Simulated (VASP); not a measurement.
# CdSe (km) (F-43m) in VASP: single point with PBEsol

Aim: the single point of CdSe (km) with PBEsol.

Program: VASP 6.6.1. These are calculated values, not measurements. Logs are shortened: lines on timing, memory, paths and dates and some standing lists are left out, and cuts for length are marked.

## Step 1: The cell of the first run

Symmetry: F-43m, No. 216, cubic system. The conventional cell has a = 6.082 Å, b = 6.082 Å, c = 6.082 Å, α = 90.00°, β = 90.00°, γ = 90.00°. Cd (site symmetry -43m) has 4 Se at 2.63 Å within 3.5 Å. Se (site symmetry -43m) has 4 Cd at 2.63 Å within 3.5 Å.

## Step 2: Single point, PBEsol

INCAR reads:

```
  PREC = Accurate
  ENCUT = 500
  EDIFF = 1E-6
  ISMEAR = 0
  SIGMA = 0.02
  LREAL = False
  LASPH = True
  NELM = 120
  ALGO = Normal
  ISIF = 2
  LWAVE = False
  LCHARG = False
  GGA = PS
  NBANDS = 16
  GGA_COMPAT = False
```

KPOINTS reads:

```
Automatic mesh
0
Gamma
  6 6 6
```

POSCAR reads:

```
CdSe
1.0
    0.0000000000      3.0409194035      3.0409194035
    3.0409194035      0.0000000000      3.0409194035
    3.0409194035      3.0409194035      0.0000000000
Cd Se
1 1
Direct
    0.0000000000      0.0000000000      0.0000000000
    0.2500000000      0.2500000000      0.2500000000
```

Potentials or basis: VASP PAW PBE potentials, release 64 (Cd, Se).

The run is started by

```console
$ cat potpaw_PBE.64/Cd/POTCAR potpaw_PBE.64/Se/POTCAR > POTCAR
$ mpirun -np 1 vasp_std > vasp.out
```

OUTCAR:

```text
PREC = Accurate
   ENCUT = 500
   EDIFF = 1E-6
   ISMEAR = 0
   LREAL = False
   LASPH = True
   NELM = 120
   ISIF = 2
   GGA = PS

 ion  position               nearest neighbor table
   1  0.000  0.000  0.000-   2 2.63   2 2.63   2 2.63   2 2.63
   2  0.250  0.250  0.250-   1 2.63   1 2.63   1 2.63   1 2.63

  LATTYP: Found a face centered cubic cell.
 ALAT       =     6.0818388070

  Lattice vectors:

 A1 = (   0.0000000000,   3.0409194035,   3.0409194035)
 A2 = (   3.0409194035,   0.0000000000,   3.0409194035)
 A3 = (   3.0409194035,   3.0409194035,   0.0000000000)

Analysis of symmetry for initial positions (statically):
=====================================================================
 Subroutine PRICEL returns:
 Original cell was already a primitive cell.

 Routine SETGRP: Setting up the symmetry group for a
 face centered cubic supercell.

 Subroutine GETGRP returns: Found 24 space group operations
 (whereof 24 operations were pure point group operations)
 out of a pool of 48 trial point group operations.

The static configuration has the point symmetry T_d .

Analysis of symmetry for dynamics (positions and initial velocities):
=====================================================================
 Subroutine PRICEL returns:
 Original cell was already a primitive cell.

 Routine SETGRP: Setting up the symmetry group for a
 face centered cubic supercell.

 Subroutine GETGRP returns: Found 24 space group operations
 (whereof 24 operations were pure point group operations)
 out of a pool of 48 trial point group operations.

The dynamic configuration has the point symmetry T_d .

 Subroutine INISYM returns: Found 24 space group operations
 (whereof 24 operations are pure point group operations),
 and found     1 'primitive' translations

----------------------------------------------------------------------------------------

                                     Primitive cell

  volume of cell :      56.2399

  direct lattice vectors                    reciprocal lattice vectors
     0.000000000  3.040919403  3.040919403    -0.164423957  0.164423957  0.164423957
     3.040919403  0.000000000  3.040919403     0.164423957 -0.164423957  0.164423957
     3.040919403  3.040919403  0.000000000     0.164423957  0.164423957 -0.164423957

  length of vectors
     4.300509463  4.300509463  4.300509463     0.284790647  0.284790647  0.284790647

  position of ions in fractional coordinates (direct lattice)
     0.000000000  0.000000000  0.000000000
     0.250000000  0.250000000  0.250000000

  ion indices of the primitive-cell ions
   primitive index   ion index
                 1           1
                 2           2

----------------------------------------------------------------------------------------

 KPOINTS: Automatic mesh

Automatic generation of k-mesh.
 Grid dimensions read from file:
 generate k-points for:    6    6    6

 Generating k-lattice:

  Cartesian coordinates                     Fractional coordinates (reciprocal lattice)
    -0.027403993  0.027403993  0.027403993     0.166666667  0.000000000  0.000000000
     0.027403993 -0.027403993  0.027403993     0.000000000  0.166666667  0.000000000
     0.027403993  0.027403993 -0.027403993     0.000000000  0.000000000  0.166666667

  Length of vectors
     0.047465108  0.047465108  0.047465108

  Shift w.r.t. Gamma in fractional coordinates (k-lattice)
     0.000000000  0.000000000  0.000000000

 Subroutine IBZKPT returns following result:
 ===========================================

 Found     16 irreducible k-points:

 Following reciprocal coordinates:
            Coordinates               Weight
  0.000000  0.000000  0.000000      1.000000
  0.166667  0.000000  0.000000      8.000000
  0.333333  0.000000  0.000000      8.000000
  0.500000  0.000000  0.000000      4.000000
  0.166667  0.166667  0.000000      6.000000
  0.333333  0.166667  0.000000     24.000000
[... 8 lines left out ...]
 -0.333333  0.333333  0.166667     24.000000
 -0.333333  0.500000  0.166667     12.000000
   k-points           NKPTS =     16   k-points in BZ     NKDIM =     16   number of bands    NBANDS=     16
   number of dos      NEDOS =    301   number of ions     NIONS =      2
   total plane-waves  NPLWV =  32768
   dimension x,y,z NGX =    32 NGY =   32 NGZ =   32
   dimension x,y,z NGXF=    64 NGYF=   64 NGZF=   64
   ions per type =               1   1
   NGX,Y,Z   is equivalent  to a cutoff of  12.37, 12.37, 12.37 a.u.
   NGXF,Y,Z  is equivalent  to a cutoff of  24.74, 24.74, 24.74 a.u.
 SYSTEM =  unknown system
   PREC   = accura    normal or accurate (medium, high low for compatibility)
   ISTART =      0    job   : 0-new  1-cont  2-samecut
   ICHARG =      2    charge: 1-file 2-atom 10-const
   ISPIN  =      1    spin polarized calculation?
   LNONCOLLINEAR =      F non collinear calculations
   LSORBIT =      F    spin-orbit coupling
   LASPH  =      T    aspherical Exc in radial PAW
   ENCUT  =  500.0 eV  36.75 Ry    6.06 a.u.   7.84  7.84  7.84*2*pi/ulx,y,z
   NELM   =    120;   NELMIN=  2; NELMDL= -5     # of ELM steps
   EDIFF  = 0.1E-05   stopping-criterion for ELM
   LREAL  =      F    real-space projection
   EDIFFG = 0.1E-04   stopping-criterion for IOM
   NSW    =      0    number of steps for IOM
   IBRION =     -1    ionic relax: 0-MD 1-quasi-New 2-CG
   NFREE  =      0    steps in history (QN), initial steepest desc. (CG)
   ISIF   =      2    stress and relaxation
   ISYM   =      2    0-nonsym 1-usesym 2-fastsym
   POTIM  = 0.5000    time-step for ionic-motion
   TEBEG  =    0.0;   TEEND  =   0.0 temperature during run
   PSTRESS=    0.0 pullay stress
   NELECT =      18.0000    total number of electrons
   NUPDOWN=      -1.0000    fix difference up-down
   EMIN   =  10.00;   EMAX   =-10.00  energy-range for DOS
   EFERMI =   0.00;   METHOD = LEGACY
   ISMEAR =     0;   SIGMA  =   0.02  broadening in eV -4-tet -1-fermi 0-gaus
   EFERMI_NEDOS =   21; number of points for ismear=-14 and -15
   IALGO  =     38    algorithm
   IMIX   =      4    mixing-type and parameters
     AMIX     =   0.40;   BMIX     =  1.00
     AMIX_MAG =   1.60;   BMIX_MAG =  1.00
  volume/ion in A,a.u.               =      28.12       189.76
  Fermi-wavevector in a.u.,A,eV,Ry     =   1.119827  2.116165 17.061862  1.254011
  Thomas-Fermi vector in A             =   2.256468
   LORBIT       =      0    0 simple, 1 ext, 2 COOP (PROOUT), +10 PAW based schemes
   GGA     = PS    functional components
   LHFCALC =     F    Hartree Fock is set to
   AEXX    =    0.0000 exact exchange contribution
   IVDW    =     0    specifies the selected vdW correction
   LEPSILON=     F    determine dielectric tensor
   LRPA    =     F    only Hartree local field effects (RPA)
 non-spin polarized calculation
 Gauss-broadening in eV      SIGMA  =   0.02
  energy-cutoff  :      500.00
  volume of cell :       56.24
 maximum number of plane-waves:      1458
   NGX = 15   NGY = 15   NGZ = 15

 number of electron      18.0000002 magnetization

 Free energy of the ion-electron system (eV)
  ---------------------------------------------------
  ext. energy  EPLUGINS =         0.00000000
  ---------------------------------------------------
  free energy    TOTEN  =        -6.17243154 eV

  energy without entropy =       -6.17243154  energy(sigma->0) =       -6.17243154

 E-fermi :   0.9389     XC(G=0):  -9.0991

 val. band max:        0.8180459376   @ k =   0.0000   0.0000   0.0000
 cond. band min:       1.2990416444   @ k =   0.0000   0.0000   0.0000
 fundamental gap:      0.4809957068
 Fermi energy:         0.9388981729

 k-point     1 :       0.0000    0.0000    0.0000
  band No.  band energies     occupation
      1     -11.8070      2.00000
      2      -7.0995      2.00000
      3      -7.0995      2.00000
      4      -7.0995      2.00000
      5      -6.7182      2.00000
      6      -6.7182      2.00000
[... 8 lines left out ...]
     15      11.8816      0.00000
     16      11.8816      0.00000

 k-point     2 :       0.1667    0.0000    0.0000
  band No.  band energies     occupation
      1     -11.7133      2.00000
      2      -7.0702      2.00000
      3      -7.0702      2.00000
      4      -7.0129      2.00000
      5      -6.7192      2.00000
      6      -6.7192      2.00000
[... 8 lines left out ...]
     15      10.8666      0.00000
     16      11.1667      0.00000

 k-point     3 :       0.3333    0.0000    0.0000
  band No.  band energies     occupation
      1     -11.5226      2.00000
      2      -7.0215      2.00000
      3      -7.0215      2.00000
      4      -6.7110      2.00000
      5      -6.7083      2.00000
      6      -6.7083      2.00000
[... 8 lines left out ...]
     15      11.3010      0.00000
     16      11.3010      0.00000

 k-point     4 :       0.5000    0.0000    0.0000
  band No.  band energies     occupation
      1     -11.4262      2.00000
      2      -7.0041      2.00000
      3      -7.0041      2.00000
      4      -6.6943      2.00000
      5      -6.6943      2.00000
      6      -6.4246      2.00000
[... 8 lines left out ...]
     15      12.8956      0.00000
     16      12.8956      0.00000

 k-point     5 :       0.1667    0.1667    0.0000
  band No.  band energies     occupation
      1     -11.6824      2.00000
      2      -7.0401      2.00000
      3      -7.0401      2.00000
      4      -7.0264      2.00000
      5      -6.7360      2.00000
      6      -6.7032      2.00000
[... 8 lines left out ...]
     15      12.1182      0.00000
     16      12.3845      0.00000

 k-point     6 :       0.3333    0.1667    0.0000
  band No.  band energies     occupation
      1     -11.5246      2.00000
      2      -7.0065      2.00000
      3      -6.9830      2.00000
      4      -6.8407      2.00000
      5      -6.6961      2.00000
      6      -6.6903      2.00000
[... 8 lines left out ...]
     15      12.2655      0.00000
     16      12.4978      0.00000

 k-point     7 :       0.5000    0.1667    0.0000
  band No.  band energies     occupation
      1     -11.3974      2.00000
      2      -6.9851      2.00000
      3      -6.9602      2.00000
      4      -6.7422      2.00000
      5      -6.6898      2.00000
      6      -6.4080      2.00000
[... 8 lines left out ...]
     15      12.5397      0.00000
     16      13.0068      0.00000

 k-point     8 :      -0.3333    0.1667    0.0000
  band No.  band energies     occupation
      1     -11.4290      2.00000
      2      -6.9857      2.00000
      3      -6.9809      2.00000
      4      -6.7216      2.00000
      5      -6.7189      2.00000
      6      -6.4963      2.00000
[... 8 lines left out ...]
     15      11.7125      0.00000
     16      12.8408      0.00000

 k-point     9 :      -0.1667    0.1667    0.0000
  band No.  band energies     occupation
      1     -11.5874      2.00000
      2      -7.0359      2.00000
      3      -7.0165      2.00000
      4      -6.8736      2.00000
      5      -6.7331      2.00000
      6      -6.6931      2.00000
[... 8 lines left out ...]
     15      11.3641      0.00000
     16      12.6910      0.00000

 k-point    10 :       0.3333    0.3333    0.0000
  band No.  band energies     occupation
      1     -11.4312      2.00000
      2      -6.9078      2.00000
      3      -6.9078      2.00000
      4      -6.8999      2.00000
      5      -6.6733      2.00000
      6      -6.6220      2.00000
[... 8 lines left out ...]
     15      12.7413      0.00000
     16      14.8325      0.00000

 k-point    11 :       0.5000    0.3333    0.0000
  band No.  band energies     occupation
      1     -11.3374      2.00000
      2      -6.9277      2.00000
      3      -6.8733      2.00000
      4      -6.8224      2.00000
      5      -6.6735      2.00000
      6      -6.3774      2.00000
[... 8 lines left out ...]
     15      13.3020      0.00000
     16      13.9515      0.00000

 k-point    12 :      -0.3333    0.3333    0.0000
  band No.  band energies     occupation
      1     -11.3372      2.00000
      2      -6.9529      2.00000
      3      -6.9050      2.00000
      4      -6.7579      2.00000
      5      -6.7044      2.00000
      6      -6.2891      2.00000
[... 8 lines left out ...]
     15      11.5526      0.00000
     16      14.8040      0.00000

 k-point    13 :       0.5000    0.5000    0.0000
  band No.  band energies     occupation
      1     -11.3063      2.00000
      2      -6.9093      2.00000
      3      -6.8335      2.00000
      4      -6.8335      2.00000
      5      -6.6583      2.00000
      6      -6.3616      2.00000
[... 8 lines left out ...]
     15      13.2000      0.00000
     16      14.1301      0.00000

 k-point    14 :       0.5000    0.3333    0.1667
  band No.  band energies     occupation
      1     -11.3993      2.00000
      2      -6.9513      2.00000
      3      -6.9435      2.00000
      4      -6.7896      2.00000
      5      -6.6916      2.00000
      6      -6.4834      2.00000
[... 8 lines left out ...]
     15      12.8655      0.00000
     16      13.8713      0.00000

 k-point    15 :      -0.3333    0.3333    0.1667
  band No.  band energies     occupation
      1     -11.3372      2.00000
      2      -6.9450      2.00000
      3      -6.9162      2.00000
      4      -6.7514      2.00000
      5      -6.7075      2.00000
      6      -6.2880      2.00000
[... 8 lines left out ...]
     15      12.6105      0.00000
     16      13.7942      0.00000

 k-point    16 :      -0.3333    0.5000    0.1667
  band No.  band energies     occupation
      1     -11.3070      2.00000
      2      -6.9118      2.00000
      3      -6.8888      2.00000
      4      -6.7835      2.00000
      5      -6.6904      2.00000
      6      -6.2621      2.00000
[... 8 lines left out ...]
     15      13.5405      0.00000
     16      13.7339      0.00000

------------------------ aborting loop because EDIFF is reached ----------------------------------------

  FORCE on cell =-STRESS in cart. coord.  units (eV):
  Direction    XX          YY          ZZ          XY          YZ          ZX
  --------------------------------------------------------------------------------------
  -------------------------------------------------------------------------------------
  Total        0.1212709      0.1212709      0.1212709      0.0000000     -0.0000000     -0.0000000
  in kB        3.4547967      3.4547967      3.4547967      0.0000000     -0.0000000     -0.0000000
  external PRESSURE =       3.4547967 kB  Pullay stress =       0.0000000 kB

 VOLUME and BASIS-vectors are now :
 -----------------------------------------------------------------------------
  energy-cutoff  :      500.00
  volume of cell :       56.24
      direct lattice vectors                 reciprocal lattice vectors
     0.000000000  3.040919403  3.040919403    -0.164423957  0.164423957  0.164423957
     3.040919403  0.000000000  3.040919403     0.164423957 -0.164423957  0.164423957
     3.040919403  3.040919403  0.000000000     0.164423957  0.164423957 -0.164423957

 POSITION                                       TOTAL-FORCE (eV/Angst)
 -----------------------------------------------------------------------------------
      0.00000      0.00000      0.00000        -0.000000     -0.000000     -0.000000
      1.52046      1.52046      1.52046         0.000000      0.000000      0.000000
 -----------------------------------------------------------------------------------
    total drift:                                0.000000      0.000000      0.000000

  FREE ENERGIE OF THE ION-ELECTRON SYSTEM (eV)
  ---------------------------------------------------
  free  energy   TOTEN  =        -6.1724315437 eV

  energy  without entropy=       -6.1724315437  energy(sigma->0) =       -6.17243154
```

Run time: 13 s. Hardware: 1 thread of Intel Xeon 6975P-C, shared host; peak memory 0.18 GiB.

Results:

| Property | Result |
| --- | --- |
| Free energy | -6.1724 eV |
| Pressure | 0.3 GPa |
| Band gap on the k mesh | 0.48 eV, direct |

Caveat: the PAW data sets were made with another functional, which shifts forces and pressure a little.
